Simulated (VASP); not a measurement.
Be2Ag2BAs:

```
Be Ag B As
1.0
     3.86687    0.00000    0.00000
     0.00000    3.86687    0.00000
     0.00000    0.00000    5.09321
Be Ag B As
2 2 1 1
Direct
  0.00000 0.50000 0.50000
  0.50000 0.00000 0.50000
  0.50000 0.50000 0.22400
  0.50000 0.50000 0.77600
  0.00000 0.00000 0.00000
  0.00000 0.00000 0.50000
```

```yaml
Program: VASP 6.6.1
Task: relaxation of cell and atoms
Functional: PBE
Potentials_or_basis: VASP PAW PBE potentials, release 64 (Be, Ag, B, As)
Cutoff: 600 eV
k_mesh: 4 × 4 × 4
Occupations: gaussian, width 0.1 eV
Spin: no spin polarisation
```

At the start: pressure 33.7 GPa; volume 12.69 Å³/atom.

**Question.** How do energy, volume and symmetry change on relaxing?

**Answer.** Over 15 steps the energy falls by 408.5 meV/atom and the volume is 16.69 Å³/atom (+31.5 %); space group P4/mmm (No. 123, to 0.05 Å).

The path:
```tsv
step	energy change (eV)	largest force (eV/Å)	pressure (GPa)	volume (Å³)
1	0.0000	2.7337	33.66	76.16
2	-2.1332	0.3183	-3.58	109.47
3	-2.2388	0.2694	0.47	100.67
4	-2.2394	0.2845	-0.03	101.52
5	-2.3098	0.0169	-1.00	101.97
6	-2.3579	1.4572	-1.79	103.02
7	-2.3814	0.4960	-1.75	102.49
8	-2.3941	0.9245	-1.86	102.77
9	-2.4160	0.8664	-1.28	101.98
10	-2.4168	0.8469	-1.13	101.80
11	-2.4434	0.3368	-0.71	101.08
12	-2.4501	0.0619	-0.28	100.51
13	-2.4501	0.0793	-0.24	100.49
14	-2.4508	0.0514	-0.12	100.30
15	-2.4511	0.0287	-0.02	100.13
```

Final structure:
```
Be Ag B As
1.0
     4.41432    0.00000    0.00000
     0.00000    4.41432    0.00000
     0.00000    0.00000    5.13846
Be Ag B As
2 2 1 1
Direct
  0.00000 0.50000 0.50000
  0.50000 0.00000 0.50000
  0.50000 0.50000 0.24600
  0.50000 0.50000 0.75400
  0.00000 0.00000 0.00000
  0.00000 0.00000 0.50000
```

Caveat: the k points lie up to 0.36 Å⁻¹ apart in the final cell; the volume moved by over 15 % at a fixed basis, so the end points are rough.
